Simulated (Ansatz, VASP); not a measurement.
**Two plane-wave programs on Ru**

```
Ru
1.0
     0.00000    2.72784    2.72784
     2.72784    0.00000    2.72784
     2.72784    2.72784    0.00000
Ru
2
Direct
  0.12500 0.12500 0.12500
  0.87500 0.87500 0.87500
```

Alike in both runs: functional PBE; k mesh 10 × 10 × 10; occupations fermi-dirac, width 0.1 eV; no spin polarisation.

Ansatz relaxed the structure, and its values are those at the end. VASP's run is a single point on that final structure, the one shown.

|  | VASP | Ansatz |
| --- | --- | --- |
| version | VASP 6.6.1 | Ansatz 0.2.0 |
| potentials or method | VASP PAW PBE potentials, release 64 (Ru_pv), cutoff 520 eV | plane waves (420 eV) with PAW, scalar-relativistic |
| valence electrons in the cell | 28 | 32 |

Ansatz gave:

* pressure (GPa): 0.0

**Question.** Which values does VASP return?

**Answer.** Pressure (GPa): 0.2.

VASP's potentials hold 28 valence electrons a cell and Ansatz's 32, so a difference there can come from the potentials and not from the codes.
